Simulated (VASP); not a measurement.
# HF in VASP: a series of runs, part 2 of 2

VASP 6.6.1. The steps go on from the part before.

### 6 Single point, PBEsol

Contents of INCAR:

```
PREC     = Accurate       # precision mode
ENCUT    = 520            # plane-wave cutoff, eV
EDIFF    = 1E-7           # SCF threshold, eV
ISMEAR   = -1             # smearing method
SIGMA    = 0.02           # smearing width, eV
LREAL    = False          # projectors in reciprocal space
LASPH    = True           # aspherical terms in the spheres
NELM     = 80             # most SCF steps
ALGO     = Normal         # electronic algorithm
ISIF     = 2              # what is computed and relaxed
LWAVE    = False          # write WAVECAR
LCHARG   = False          # write CHGCAR
GGA      = PS             # functional
NBANDS   = 36             # bands
```

Contents of KPOINTS:

```
regular mesh
0
Gamma
  1 1 1
```

Contents of POSCAR:

```
HF
1.0
    5.4647890000      0.0000000000      0.0000000000
    0.0000000000      5.4647890000      0.0000000000
    0.0000000000      0.0000000000      5.4647890000
F H
6 6
Direct
    0.0230932978      0.1078907164      1.0620355150
    0.4255608039      0.7795360443      0.5983579604
    0.8258324338      0.2775221514      0.7154713567
    0.8438020205      0.9433667064      0.4572363178
    0.2327811742      0.4414626072      0.3819543627
    0.5668288382      0.3760437960      0.1229507672
   -0.1176806643      0.2347574627      0.8902631007
    0.5856035796      0.8121631046      0.5419605405
    0.8430334639      0.0750989654      0.6007185273
    0.9486551082      1.0860620602      0.2263399374
    0.3074592633      0.5708729102      0.4701553893
    0.4102811655      0.3562626114      0.2032649385
```

Potentials or basis: VASP PAW PBE potentials, release 64 (F, H).

Run with:

```bash
$ cat potpaw_PBE.64/F/POTCAR potpaw_PBE.64/H/POTCAR > POTCAR
$ mpirun -np 1 vasp_gam > vasp.out
```

OUTCAR:

```text
PREC = Accurate
   ENCUT = 520
   EDIFF = 1E-7
   ISMEAR = -1
   LREAL = False
   LASPH = True
   NELM = 80
   ISIF = 2
   GGA = PS

 ion  position               nearest neighbor table
   1  0.023  0.108  0.062-  10 0.99
   2  0.426  0.780  0.598-   8 0.94
   3  0.826  0.278  0.715-   7 1.03   9 1.28
   4  0.844  0.943  0.457-   9 1.06
   5  0.233  0.441  0.382-  11 0.95
   6  0.567  0.376  0.123-  12 0.97
   7  0.882  0.235  0.890-   3 1.03
   8  0.586  0.812  0.542-   2 0.94
   9  0.843  0.075  0.601-   4 1.06   3 1.28
  10  0.949  0.086  0.226-   1 0.99
  11  0.307  0.571  0.470-   5 0.95
  12  0.410  0.356  0.203-   6 0.97

  LATTYP: Found a simple cubic cell.
 ALAT       =     5.4647890000

  Lattice vectors:

 A1 = (   5.4647890000,   0.0000000000,   0.0000000000)
 A2 = (   0.0000000000,   5.4647890000,   0.0000000000)
 A3 = (   0.0000000000,   0.0000000000,   5.4647890000)

Analysis of symmetry for initial positions (statically):
=====================================================================
 Subroutine PRICEL returns:
 Original cell was already a primitive cell.

 Routine SETGRP: Setting up the symmetry group for a
 simple cubic supercell.

 Subroutine GETGRP returns: Found  1 space group operations
 (whereof  1 operations were pure point group operations)
 out of a pool of 48 trial point group operations.

The static configuration has the point symmetry C_1 .

Analysis of symmetry for dynamics (positions and initial velocities):
=====================================================================
 Subroutine PRICEL returns:
 Original cell was already a primitive cell.

 Routine SETGRP: Setting up the symmetry group for a
 simple cubic supercell.

 Subroutine GETGRP returns: Found  1 space group operations
[... 125 lines left out ...]
   LHFCALC =     F    Hartree Fock is set to
   AEXX    =    0.0000 exact exchange contribution
   IVDW    =     0    specifies the selected vdW correction
   LEPSILON=     F    determine dielectric tensor
   LRPA    =     F    only Hartree local field effects (RPA)
 non-spin polarized calculation
  energy-cutoff  :      520.00
  volume of cell :      163.20
 maximum number of plane-waves:      2193
 NGX is ok and might be reduce to    42
   NGX = 21   NGY = 21   NGZ = 21

 number of electron      47.9999997 magnetization

 Free energy of the ion-electron system (eV)
  ---------------------------------------------------
  ext. energy  EPLUGINS =         0.00000000
  ---------------------------------------------------
  free energy    TOTEN  =       -50.00242843 eV

  energy without entropy =      -50.00242843  energy(sigma->0) =      -50.00242843

 E-fermi :  -5.2793     XC(G=0):  -6.2165

 val. band max:       -5.8224102014   @ k =   0.0000   0.0000   0.0000
 cond. band min:       0.8495939976   @ k =   0.0000   0.0000   0.0000
 fundamental gap:      6.6720041989
 Fermi energy:        -5.2793128552

 k-point     1 :       0.0000    0.0000    0.0000
  band No.  band energies     occupation
      1     -28.4400      2.00000
      2     -28.0962      2.00000
      3     -27.5823      2.00000
      4     -27.4181      2.00000
      5     -26.9734      2.00000
      6     -25.8593      2.00000
[... 28 lines left out ...]
     35       8.9043      0.00000
     36       9.2944      0.00000

------------------------ aborting loop because EDIFF is reached ----------------------------------------

  FORCE on cell =-STRESS in cart. coord.  units (eV):
  Direction    XX          YY          ZZ          XY          YZ          ZX
  --------------------------------------------------------------------------------------
  -------------------------------------------------------------------------------------
  Total        1.5298201      0.4616962      0.1274135      0.6193989      1.4030908     -0.4842143
  in kB       15.0186447      4.5325924      1.2508519      6.0808013     13.7745100     -4.7536589
  external PRESSURE =       6.9340297 kB  Pullay stress =       0.0000000 kB

 VOLUME and BASIS-vectors are now :
 -----------------------------------------------------------------------------
  energy-cutoff  :      520.00
  volume of cell :      163.20
      direct lattice vectors                 reciprocal lattice vectors
     5.464789000  0.000000000  0.000000000     0.182989682  0.000000000  0.000000000
     0.000000000  5.464789000  0.000000000     0.000000000  0.182989682  0.000000000
     0.000000000  0.000000000  5.464789000     0.000000000  0.000000000  0.182989682

 POSITION                                       TOTAL-FORCE (eV/Angst)
 -----------------------------------------------------------------------------------
      0.12620      0.58960      0.33901        -0.282389      0.157851      0.613334
      2.32560      4.26000      3.26990        -0.961979     -0.307105      0.397458
      4.51300      1.51660      3.90990         0.164672     -0.268321      0.838664
      4.61120      5.15530      2.49870        -0.132986      0.175201      0.272079
      1.27210      2.41250      2.08730        -1.231048     -1.194142     -0.405740
      3.09760      2.05500      0.67190         0.552444     -0.318403     -0.424500
      4.82169      1.28290      4.86510        -0.044575      0.050303     -0.491062
      3.20020      4.43830      2.96170         1.183003      0.330265     -0.541360
      4.60700      0.41040      3.28280        -0.009003      0.265154     -0.780906
      5.18420      0.47031      1.23690         0.014995     -0.365646     -0.385571
      1.68020      3.11970      2.56930         0.639288      1.140597      0.759149
      2.24210      1.94690      1.11080         0.107577      0.334247      0.148455
 -----------------------------------------------------------------------------------
    total drift:                                0.000193      0.000769     -0.000119

  FREE ENERGIE OF THE ION-ELECTRON SYSTEM (eV)
  ---------------------------------------------------
  free  energy   TOTEN  =       -50.0024284299 eV

  energy  without entropy=      -50.0024284299  energy(sigma->0) =      -50.00242843
```

OSZICAR:

```text
N       E                     dE             d eps       ncg     rms          rms(c)
DAV:   1     0.394685411422E+03    0.39469E+03   -0.28377E+04    72   0.125E+03
DAV:   2    -0.229495689011E+02   -0.41763E+03   -0.39952E+03    92   0.319E+02
DAV:   3    -0.522443256179E+02   -0.29295E+02   -0.29074E+02    88   0.853E+01
DAV:   4    -0.526050026478E+02   -0.36068E+00   -0.36035E+00    88   0.109E+01
DAV:   5    -0.526079480738E+02   -0.29454E-02   -0.29450E-02    88   0.980E-01    0.109E+01
DAV:   6    -0.500384587315E+02    0.25695E+01   -0.76064E+00    88   0.168E+01    0.449E+00
DAV:   7    -0.499958983839E+02    0.42560E-01   -0.29007E-01    88   0.344E+00    0.265E+00
DAV:   8    -0.500001884033E+02   -0.42900E-02   -0.63587E-02    88   0.232E+00    0.287E-01
DAV:   9    -0.500014755173E+02   -0.12871E-02   -0.12636E-02    96   0.705E-01    0.177E-01
DAV:  10    -0.500024070037E+02   -0.93149E-03   -0.18000E-03    80   0.303E-01    0.808E-02
DAV:  11    -0.500024101512E+02   -0.31475E-05   -0.24370E-04    88   0.166E-01    0.269E-02
DAV:  12    -0.500024268085E+02   -0.16657E-04   -0.12942E-04    80   0.994E-02    0.148E-02
DAV:  13    -0.500024285919E+02   -0.17833E-05   -0.20147E-05    88   0.492E-02    0.794E-03
DAV:  14    -0.500024283654E+02    0.22649E-06   -0.42558E-06    80   0.212E-02    0.348E-03
DAV:  15    -0.500024284221E+02   -0.56689E-07   -0.27386E-06    96   0.146E-02    0.192E-03
DAV:  16    -0.500024284299E+02   -0.78480E-08   -0.33630E-07    80   0.527E-03
   1 F= -.50002428E+02 E0= -.50002428E+02  d E =-.183590E-11
```

stdout:

```text
POSCAR found type information on POSCAR F H
 POSCAR found :  2 types and      12 ions
 scaLAPACK will be used
 -----------------------------------------------------------------------------
|                                                                             |
|                                                                             |
|     You enforced a specific xc type in the INCAR file but a different       |
|     I HOPE YOU KNOW WHAT YOU ARE DOING!                                     |
|                                                                             |
 -----------------------------------------------------------------------------

 LDA part: xc-table for (Slater+PW92), standard interpolation
 POSCAR, INCAR and KPOINTS ok, starting setup
 FFT: planning ... GRIDC
 FFT: planning ... GRID_SOFT
 FFT: planning ... GRID
 WAVECAR not read
 entering main loop
```

Wall time 11 s (1 thread of AMD EPYC 9R45 (Zen 5), shared host); peak memory 0.19 GiB.

What came out:

```yaml
Free_energy: -50.0024 eV
Pressure: 0.7 GPa
Largest_force: 1.762 eV/Å
Band_gap_on_the_k_mesh: 6.67 eV
```

Forces on the atoms (eV/Å):
```
F   -0.282  0.158  0.613
F   -0.962 -0.307  0.397
F    0.165 -0.268  0.839
F   -0.133  0.175  0.272
F   -1.231 -1.194 -0.406
F    0.552 -0.318 -0.424
H   -0.045  0.050 -0.491
H    1.183  0.330 -0.541
H   -0.009  0.265 -0.781
H    0.015 -0.366 -0.386
H    0.639  1.141  0.759
H    0.108  0.334  0.148
```

Stress tensor (GPa, compression positive):
```
 1.50  0.61 -0.48
 0.61  0.45  1.38
-0.48  1.38  0.13
```

Caveat: the k points lie up to 1.15 Å⁻¹ apart; the PAW data sets were made with another functional, which shifts forces and pressure a little.
